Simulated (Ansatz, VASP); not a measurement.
## Two plane-wave programs on Sb

The input INCAR:

```
SYSTEM = Sb
  ALGO = Normal
  EDIFF = 1E-8
  ENCUT = 400
  GGA = PS
  GGA_COMPAT = .FALSE.
  ISIF = 2
  ISMEAR = -1
  LASPH = .TRUE.
  LCHARG = .FALSE.
  LEFG = .TRUE.
  LREAL = .FALSE.
  LWAVE = .FALSE.
  NBANDS = 22
  NELM = 120
  PREC = Accurate
  SIGMA = 0.05
```

File KPOINTS:

```
k-points
0
G
  9 9 9
  0 0 0
```

POSCAR

```
Sb
1.0
    2.1215346023      1.2248685738      3.6933992025
   -2.1215346023      1.2248685738      3.6933992025
    0.0000000000     -2.4497371474      3.6933992025
Sb
2
Direct
    0.2336400000      0.2336400000      0.2336400000
    0.7663600000      0.7663600000      0.7663600000
```

Input for Ansatz:

```yaml
crystal:
  lattice:
    - [2.1215346023, 1.2248685738, 3.6933992025]
    - [-2.1215346023, 1.2248685738, 3.6933992025]
    - [0.0, -2.4497371474, 3.6933992025]
  atoms:
    - { symbol: Sb, position: [0.23364, 0.23364, 0.23364] }
    - { symbol: Sb, position: [0.76636, 0.76636, 0.76636] }
kpoints:
  mp_grid: { grid: [9, 9, 9] }
scf:
  occupations: { method: fermi_dirac, width: 0.05 }
hamiltonian:
  xc: pbesol
  pseudopotentials: { kind: paw }
output:
  forces: true
  stress: true
  eigenvalues: true
  efg: { contact_densities: true }
```

Change from the starting cell: volume scaled by 0.96, PAW files.

Alike in both runs: task electric field gradients; functional PBEsol; k mesh 9 × 9 × 9; occupations fermi-dirac, width 0.05 eV; no spin polarisation.

```csv
,VASP,Ansatz
version,VASP 6.6.1,Ansatz 0.2.0
potentials or method,"VASP PAW PBE potentials, release 64 (Sb_d_GW)","PAW with Ansatz's default frozen-core files, scalar-relativistic"
plane-wave cutoff (eV),400,420
valence electrons in the cell,30,30
```

VASP gave:

* rms of the force components (eV/Å): 0.215
* size of Vzz on the site where it differs most (V/Å²): 45.9

Question: What did Ansatz give for the same quantities?

Answer: rms of the force components (eV/Å): 0.214; size of Vzz on the site where it differs most (V/Å²): 47.5.

VASP's potentials were made for PBE, not for PBEsol. Atom by atom the forces differ by 0.001 eV/Å (rms over components). With one functional, cell and mesh, what is left measures potentials, basis and numerics.

Spin-orbit coupling is off throughout.
